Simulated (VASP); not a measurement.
Runs of VASP 6.6.1 on ZnGe3. The structure is that of space group Pm-3m (No. 221), or close to it. The cells are those of the table. 

```tsv
cell	gap on the mesh (eV)	pressure (GPa)
a = 4.222, b = 4.222, c = 4.251 Å, 4 atoms	none	-4.2
a = 4.222, b = 4.222, c = 4.138 Å, 4 atoms	none	(b)
a = 4.222 Å, 4 atoms	none	-3.9
a = 4.222, b = 4.222, c = 4.166 Å, 4 atoms	none	-3.1
a = 4.222, b = 4.222, c = 4.194 Å, 4 atoms	none	(a)
```

Alike in all rows: task single point; level PBEsol; potentials or basis VASP PAW PBE potentials, release 64 (Zn, Ge_d); no spin polarisation; k mesh 8 × 8 × 8; cutoff (eV) 520; smearing fermi-dirac 0.1 eV.

Estimate the missing entries.

(a) -3.5; (b) -2.7.

Caveats: the PAW data sets were made with another functional, which shifts forces and pressure a little; the cell stands under tension (at least some runs).

A k mesh can miss the band edges, and the runs leave out spin-orbit coupling on Ge.

A gap of «none» marks levels without a gap at the run's occupations.
